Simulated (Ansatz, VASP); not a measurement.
**SiC: VASP beside Ansatz**

```
CELL_PARAMETERS angstrom
0.00000 2.21152 2.21152
2.21152 0.00000 2.21152
2.21152 2.21152 0.00000
ATOMIC_POSITIONS crystal
Si 0.00000 0.00000 0.00000
C 0.25000 0.25000 0.25000
```

Alike in both runs: task single point; functional PBE; k mesh 10 × 10 × 10; occupations gaussian, width 0.02 eV; no spin polarisation.

|  | VASP | Ansatz |
| --- | --- | --- |
| version | VASP 6.6.1 | Ansatz 0.2.0 |
| potentials or method | VASP PAW PBE potentials, release 64 (Si, C), cutoff 600 eV | scalar-relativistic, all-electron LAPW |

|  | VASP | Ansatz | Ansatz less VASP |
| --- | --- | --- | --- |
| gap on the k mesh at the Fermi level (eV) | 1.40 | 1.40 | +0.001 |
| least direct gap on the mesh (eV) | 4.50 | 4.50 | +0.003 |
| pressure (GPa) | -6.1 | -5.9 | +0.18 |

Ansatz ran all-electron here, and VASP with PAW potentials.
